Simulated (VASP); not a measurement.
Here is a VASP 6.6.1 calculation.

INCAR

```
SYSTEM = ZnS
  PREC = Accurate
  ENCUT = 600
  EDIFF = 1E-7
  ISMEAR = 0
  SIGMA = 0.02
  LREAL = .FALSE.
  LASPH = .TRUE.
  NELM = 100
  ALGO = Normal
  ISIF = 3
  LWAVE = .FALSE.
  LCHARG = .FALSE.
  GGA = PE
  IBRION = 2
  NSW = 80
  EDIFFG = -0.01
```

File KPOINTS:

```
regular mesh
0
G
  8 8 8
  0 0 0
```

POSCAR

```
ZnS
1.0
    0.0000000000      2.7248887995      2.7248887995
    2.7248887995      0.0000000000      2.7248887995
    2.7248887995      2.7248887995      0.0000000000
Zn S
1 1
Direct
    0.0000000000      0.0000000000      0.0000000000
    0.7500000000      0.7500000000      0.7500000000
```

Potentials or basis: VASP PAW PBE potentials, release 64 (Zn, S).

Launch:

```sh
$ cat potpaw_PBE.64/Zn/POTCAR potpaw_PBE.64/S/POTCAR > POTCAR
$ mpirun -np 1 vasp_std > vasp.out
```

Q: Estimate the relaxed cell.

A: a = 3.852 Å, b = 3.852 Å, c = 3.852 Å, α = 60.00°, β = 60.00°, γ = 60.00°.

Q: What does it give for the band gap on the k mesh?

A: 2.01 eV, direct.

Q: What does it give for the space group after relaxing (to 0.05 Å)?

A: F-43m (No. 216).

Q: What does it give for the relaxed volume?

A: 20.20 Å³/atom.

Final structure:
```
Zn S
1.0
     0.00000    2.72347    2.72347
     2.72347    0.00000    2.72347
     2.72347    2.72347    0.00000
Zn S
1 1
Cartesian
  5.4469 5.4469 5.4469
  4.0852 4.0852 4.0852
```
